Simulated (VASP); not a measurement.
A run of VASP 6.6.1 is set up as follows.

Contents of POSCAR:

```
KF
1.0
    0.0000000000      2.7403375000      2.8071750000
    2.7403375000      0.0000000000      2.8071750000
    2.7403375000      2.7403375000      0.0000000000
K F
1 1
Direct
    0.0000000000      0.0000000000      0.0000000000
    0.5000000000      0.5000000000      0.5000000000
```

File INCAR.step1:

```
  ALGO = Normal
  EDIFF = 1E-4
  ENCUT = 520
  GGA = PE
  ISMEAR = 0
  LASPH = True
  LCHARG = False
  LREAL = False
  LWAVE = True
  NBANDS = 15
  NELM = 60
  PREC = Accurate
  SIGMA = 0.05
```

The input INCAR.step2:

```
  ALGO = Normal
  EDIFF = 1E-6
  ENCUT = 520
  ISIF = 2
  ISMEAR = 0
  ISTART = 1
  LASPH = True
  LCHARG = False
  LMIXTAU = True
  LREAL = False
  LWAVE = False
  METAGGA = R2SCAN
  NBANDS = 15
  NELM = 60
  PREC = Accurate
  SIGMA = 0.05
```

File KPOINTS:

```
k-points
0
Gamma
  8 8 8
```

Potentials or basis: VASP PAW PBE potentials, release 64 (K_sv, F).

Command:

```console
$ cat potpaw_PBE.64/K_sv/POTCAR potpaw_PBE.64/F/POTCAR > POTCAR
$ cp INCAR.step1 INCAR
$ mpirun -np 1 vasp_std > vasp.out
$ cp INCAR.step2 INCAR
$ mpirun -np 1 vasp_std > vasp.out
```

(1) What does it give for the pressure?

(2) What does it give for the band gap on the k mesh?

## Answers

(1) -3.1 GPa.

(2) 6.32 eV, direct.

Caveat: the cell differs from its parent crystal (strain +0.025 along x and y, +0.050 along z); the PAW data sets were made with another functional, which shifts forces and pressure a little.
